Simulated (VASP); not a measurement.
Wanted: the native input for a VASP 6.6.1 run.

| Item | Value |
| --- | --- |
| Task | single point |
| Functional | PBE |
| Potentials or basis | VASP PAW PBE potentials, release 64 (Ga_d, Sn_d, Se) |
| Cutoff | 520 eV |
| k mesh | 10 × 10 × 4 |
| Occupations | gaussian, width 0.1 eV |
| Spin | no spin polarisation |
| Dipole correction | no |
| Further INCAR settings | ALGO = Normal; EDIFF = 1e-07; NBANDS = 38 |

The structure of Ga2SnSe3 lies in POSCAR:

```
Ga2SnSe3
1.0
    3.9662954496      0.0000000000      0.0000000000
    0.0000000000      3.9662954496      0.0000000000
    0.0000000000      0.0000000000      9.8347801706
Ga Sn Se
2 1 3
Direct
    0.0000000000      0.5000000000      0.6163427557
    0.5000000000      0.0000000000      0.3836572443
    0.0000000000      0.0000000000      0.0000000000
    0.0000000000      0.5000000000      0.3485931334
    0.5000000000      0.0000000000      0.6514068666
    0.5000000000      0.5000000000      0.0000000000
```

These files were run (other wordings do the same):

INCAR

```
  PREC = Accurate
  ENCUT = 520
  EDIFF = 1E-7
  ISMEAR = 0
  SIGMA = 0.1
  LREAL = False
  LASPH = True
  NELM = 80
  ALGO = Normal
  ISIF = 2
  LWAVE = False
  LCHARG = False
  GGA = PE
  NBANDS = 38
```

KPOINTS

```
regular mesh
0
Gamma
  10 10 4
```

Potentials or basis: VASP PAW PBE potentials, release 64 (Ga_d, Sn_d, Se).

The run is started by

```bash
$ cat potpaw_PBE.64/Ga_d/POTCAR potpaw_PBE.64/Sn_d/POTCAR potpaw_PBE.64/Se/POTCAR > POTCAR
$ mpirun -np 1 vasp_std > vasp.out
```

Results of the run:

* Pressure: 0.1 GPa
* Largest force: 0.012 eV/Å
* Band gap on the k mesh: zero (band 29 reaches 5.08 eV, above the bottom of band 30 at 2.58 eV)

Caveat: spin-orbit coupling is left out, which moves the levels of the heavy elements.

Wall time 3.3 min on 1 thread of Intel(R) Xeon(R) 6975P-C (Granite Rapids) (shared host), peak memory 0.5 GiB.
